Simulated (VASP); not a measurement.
# Sn (R-3m) in VASP: single point with HSE06

Aim: the single point of Sn with HSE06.

Everything below comes from runs of VASP 6.6.1. Logs are shortened: lines on timing, memory, paths and dates and some standing lists are left out, and cuts for length are marked.

## (1) The cell of the first run

It takes space group R-3m (No. 166, trigonal). Conventional cell: a = 4.901 Å, b = 4.901 Å, c = 11.011 Å, α = 90.00°, β = 90.00°, γ = 120.00°. Sn (site symmetry 3m) has 4 Sn at 2.86 to 2.94 Å within 3.8 Å.

## (2) Single point, HSE06 (epitaxial 111 strain +5.5%)

The input, POSCAR:

```
Sn
1.0
   -0.1914399709      3.2743219881      3.2743219881
    3.2743219881     -0.1914399709      3.2743219881
    3.2743219881      3.2743219881     -0.1914399709
Sn
2
Direct
   -0.0050693258     -0.0050693258     -0.0050693258
    0.2550693258      0.2550693258      0.2550693258
```

The input, INCAR.step1:

```
SYSTEM = Sn
  ALGO = Normal
  EDIFF = 1E-5
  ENCUT = 520
  GGA = PE
  ISIF = 2
  ISMEAR = -1
  LASPH = .TRUE.
  LCHARG = .FALSE.
  LREAL = .FALSE.
  LWAVE = .TRUE.
  NBANDS = 21
  NELM = 60
  PREC = Accurate
  SIGMA = 0.02
```

The input, INCAR.step2:

```
SYSTEM = Sn
  ALGO = Normal
  EDIFF = 1E-6
  ENCUT = 520
  GGA = PE
  HFSCREEN = 0.2079
  ISIF = 2
  ISMEAR = -1
  ISTART = 1
  LASPH = .TRUE.
  LCHARG = .FALSE.
  LHFCALC = .TRUE.
  LREAL = .FALSE.
  LWAVE = .FALSE.
  NBANDS = 21
  NELM = 60
  PREC = Accurate
  PRECFOCK = Normal
  SIGMA = 0.02
```

The input, KPOINTS:

```
k-points
0
G
  4 4 4
  0 0 0
```

Potentials or basis: VASP PAW PBE potentials, release 64 (Sn_d).

On the command line:

```sh
> cat potpaw_PBE.64/Sn_d/POTCAR > POTCAR
> cp INCAR.step1 INCAR
> mpirun -np 1 vasp_std > vasp.out
> cp INCAR.step2 INCAR
> mpirun -np 1 vasp_std > vasp.out
```

OUTCAR:

```text
SYSTEM = Sn
   EDIFF = 1E-6
   ENCUT = 520
   GGA = PE
   HFSCREEN = 0.2079
   ISIF = 2
   ISMEAR = -1
   ISTART = 1
   LASPH = .TRUE.
   LHFCALC = .TRUE.
   LREAL = .FALSE.
   NELM = 60
   PREC = Accurate
   PRECFOCK = Normal

 ion  position               nearest neighbor table
   1  0.995  0.995  0.995-   2 2.86   2 2.94   2 2.94   2 2.94
   2  0.255  0.255  0.255-   1 2.86   1 2.94   1 2.94   1 2.94

  LATTYP: Found a trigonal (rhomboedric) cell.
 ALAT       =     4.6345461726
 COS(alpha) =     0.4407795631

  Lattice vectors:

 A1 = (  -0.1914399709,   3.2743219881,   3.2743219881)
 A2 = (   3.2743219881,  -0.1914399709,   3.2743219881)
 A3 = (   3.2743219881,   3.2743219881,  -0.1914399709)

Analysis of symmetry for initial positions (statically):
=====================================================================
 Subroutine PRICEL returns:
 Original cell was already a primitive cell.

 Routine SETGRP: Setting up the symmetry group for a
 trigonal (rhombohedral) supercell.

 Subroutine GETGRP returns: Found 12 space group operations
 (whereof  6 operations were pure point group operations)
 out of a pool of 12 trial point group operations.

The static configuration has the point symmetry C_3v.
 The point group associated with its full space group is D_3d.

Analysis of symmetry for dynamics (positions and initial velocities):
=====================================================================
 Subroutine PRICEL returns:
 Original cell was already a primitive cell.

 Routine SETGRP: Setting up the symmetry group for a
 trigonal (rhombohedral) supercell.

 Subroutine GETGRP returns: Found 12 space group operations
 (whereof  6 operations were pure point group operations)
 out of a pool of 12 trial point group operations.

The dynamic configuration has the point symmetry C_3v.
 The point group associated with its full space group is D_3d.

 Subroutine INISYM returns: Found 12 space group operations
 (whereof  6 operations are pure point group operations),
 and found     1 'primitive' translations

----------------------------------------------------------------------------------------

                                     Primitive cell

  volume of cell :      76.3596
[... 77 lines left out ...]
   EDIFF  = 0.1E-05   stopping-criterion for ELM
   LREAL  =      F    real-space projection
   EDIFFG = 0.1E-04   stopping-criterion for IOM
   NSW    =      0    number of steps for IOM
   IBRION =     -1    ionic relax: 0-MD 1-quasi-New 2-CG
   NFREE  =      0    steps in history (QN), initial steepest desc. (CG)
   ISIF   =      2    stress and relaxation
   ISYM   =      3    0-nonsym 1-usesym 2-fastsym
   POTIM  = 0.5000    time-step for ionic-motion
   TEBEG  =    0.0;   TEEND  =   0.0 temperature during run
   PSTRESS=    0.0 pullay stress
   NELECT =      28.0000    total number of electrons
   NUPDOWN=      -1.0000    fix difference up-down
   EMIN   =  10.00;   EMAX   =-10.00  energy-range for DOS
   EFERMI =   0.00;   METHOD = LEGACY
   ISMEAR =    -1;   SIGMA  =   0.02  broadening in eV -4-tet -1-fermi 0-gaus
   EFERMI_NEDOS =   21; number of points for ismear=-14 and -15
   IALGO  =     38    algorithm
   IMIX   =      1    mixing-type and parameters
     AMIX     =   0.40;   BMIX     =  1.00
     AMIX_MAG =   1.60;   BMIX_MAG =  1.00
  volume/ion in A,a.u.               =      38.18       257.65
  Fermi-wavevector in a.u.,A,eV,Ry     =   1.171763  2.214310 18.681175  1.373028
  Thomas-Fermi vector in A             =   2.308201
   LORBIT       =      0    0 simple, 1 ext, 2 COOP (PROOUT), +10 PAW based schemes
   GGA     = PE    functional components
   LHFCALC =     T    Hartree Fock is set to
   PRECFOCK=normal    Normal, Fast or Accurate (Low or Medium for compatibility)
   ENCUT4O =  -1.0   cutoff for four orbital integrals eV
   NKREDX  =     1    reduce k-point grid by
   NKREDY  =     1    reduce k-point grid by
   NKREDZ  =     1    reduce k-point grid by
   AEXX    =    0.2500 exact exchange contribution
   HFSCREEN=    0.2079 screening length (either q_TF or 0.3 A-1)
   HFSCREENC=   0.2079 screening length for correlation (either q_TF or 0.3 A-1)
   ENCUTFOCK=  -1.0 apply spherical cutoff to Coloumb kernel
   IVDW    =     0    specifies the selected vdW correction
   LEPSILON=     F    determine dielectric tensor
   LRPA    =     F    only Hartree local field effects (RPA)
 non-spin polarized calculation
  energy-cutoff  :      520.00
  volume of cell :       76.36
 maximum number of plane-waves:      2072
 NGX is ok and might be reduce to    36
  NGX = 28; NGY = 28; NGZ = 28

 number of electron      28.0000010 magnetization

 Free energy of the ion-electron system (eV)
  ---------------------------------------------------
  ext. energy  EPLUGINS =         0.00000000
  ---------------------------------------------------
  free energy    TOTEN  =        -8.78293678 eV

  energy without entropy =       -8.78203148  energy(sigma->0) =       -8.78248413

 E-fermi :   4.2178     XC(G=0):  -7.0343

 val. band max:        3.9650846188   @ k =   0.2500  -0.0000  -0.0000
 cond. band min:       4.2181631344   @ k =   0.0000   0.0000   0.0000
 fundamental gap:      0.2530785155
 Fermi energy:         4.2177717031

 k-point     1 :       0.0000    0.0000    0.0000
  band No.  band energies     occupation
      1     -19.3649      2.00000
      2     -19.3026      2.00000
      3     -19.3026      2.00000
      4     -19.2768      2.00000
      5     -19.2768      2.00000
      6     -19.0704      2.00000
[... 301 lines left out ...]
     20      13.5974      0.00000
     21      13.9410      0.00000

------------------------ aborting loop because EDIFF is reached ----------------------------------------

  FORCE on cell =-STRESS in cart. coord.  units (eV):
  Direction    XX          YY          ZZ          XY          YZ          ZX
  --------------------------------------------------------------------------------------
  -------------------------------------------------------------------------------------
  Total       -1.1978845     -1.1978845     -1.1978845      0.5860188      0.5860188      0.5860188
  in kB      -25.1340187    -25.1340187    -25.1340187     12.2958497     12.2958497     12.2958497
  external PRESSURE =     -25.1340187 kB  Pullay stress =       0.0000000 kB

 VOLUME and BASIS-vectors are now :
 -----------------------------------------------------------------------------
  energy-cutoff  :      520.00
  volume of cell :       76.36
      direct lattice vectors                 reciprocal lattice vectors
    -0.191439971  3.274321988  3.274321988    -0.139923940  0.148612899  0.148612899
     3.274321988 -0.191439971  3.274321988     0.148612899 -0.139923940  0.148612899
     3.274321988  3.274321988 -0.191439971     0.148612899  0.148612899 -0.139923940

 POSITION                                       TOTAL-FORCE (eV/Angst)
 -----------------------------------------------------------------------------------
      6.32498      6.32498      6.32498         0.036504      0.036504      0.036504
      1.62153      1.62153      1.62153        -0.036504     -0.036504     -0.036504
 -----------------------------------------------------------------------------------
    total drift:                                0.000002      0.000000     -0.000000

  FREE ENERGIE OF THE ION-ELECTRON SYSTEM (eV)
  ---------------------------------------------------
  free  energy   TOTEN  =        -8.7829367843 eV

  energy  without entropy=       -8.7820314832  energy(sigma->0) =       -8.78248413
```

OSZICAR.step1:

```text
N       E                     dE             d eps       ncg     rms          rms(c)
DAV:   1     0.227704871275E+03    0.22770E+03   -0.14474E+04   546   0.181E+03
DAV:   2     0.180460142379E+02   -0.20966E+03   -0.20547E+03   551   0.447E+02
DAV:   3    -0.664029773178E+01   -0.24686E+02   -0.24540E+02   621   0.140E+02
DAV:   4    -0.748651725568E+01   -0.84622E+00   -0.84578E+00   631   0.289E+01
DAV:   5    -0.752167065382E+01   -0.35153E-01   -0.35152E-01   802   0.554E+00    0.274E+00
DAV:   6    -0.749136127069E+01    0.30309E-01   -0.26127E-02   713   0.197E+00    0.161E+00
DAV:   7    -0.747903405142E+01    0.12327E-01   -0.45270E-02   661   0.209E+00    0.171E-01
DAV:   8    -0.748065758666E+01   -0.16235E-02   -0.62706E-03   611   0.789E-01    0.623E-02
DAV:   9    -0.748115842576E+01   -0.50084E-03   -0.53235E-04   639   0.147E-01    0.362E-02
DAV:  10    -0.748136319424E+01   -0.20477E-03   -0.26300E-04   576   0.101E-01    0.622E-03
DAV:  11    -0.748137835491E+01   -0.15161E-04   -0.25866E-05   542   0.252E-02    0.483E-03
DAV:  12    -0.748138105722E+01   -0.27023E-05   -0.43286E-06   451   0.107E-02
   1 F= -.74813811E+01 E0= -.74805285E+01  d E =-.170505E-02
```

It took 65 min on 1 thread of AMD EPYC 7R13, shared host; peak memory 0.33 GiB.

Results:

| Quantity | Value |
| --- | --- |
| Free energy | -8.7829 eV |
| Pressure | -2.5 GPa |
| Largest force | 0.063 eV/Å |
| Band gap on the k mesh | zero (bands 14 and 15 overlap by 0.45 eV) |

Forces in eV/Å, atoms in the order of the input:
```
Sn   0.037  0.037  0.037
Sn  -0.037 -0.037 -0.037
```

Levels at points of the mesh, in eV from the Fermi level:
```
           k point  band 12  band 13  band 14  band 15  band 16  band 17
(0.00, 0.00, 0.00)    -1.00     0.00     0.00     0.54     2.59     2.59
(0.50, 0.00, 0.00)    -6.41    -0.97    -0.69     0.52     3.87     4.00
(0.50, 0.50, 0.00)    -7.65    -2.49    -1.97     1.05     1.80     7.51
(0.50, 0.50, 0.50)    -6.30    -1.29    -1.29    -0.45     3.53     3.53
```

Caveat: the k points lie up to 0.40 Å⁻¹ apart; the cell differs from its parent crystal (epitaxial 111 strain +5.5%); the PAW data sets were made with another functional, which shifts forces and pressure a little; spin-orbit coupling is left out, which moves the levels of the heavy elements.

The gap in the log of VASP goes by the Fermi energy; the results here count the filled bands.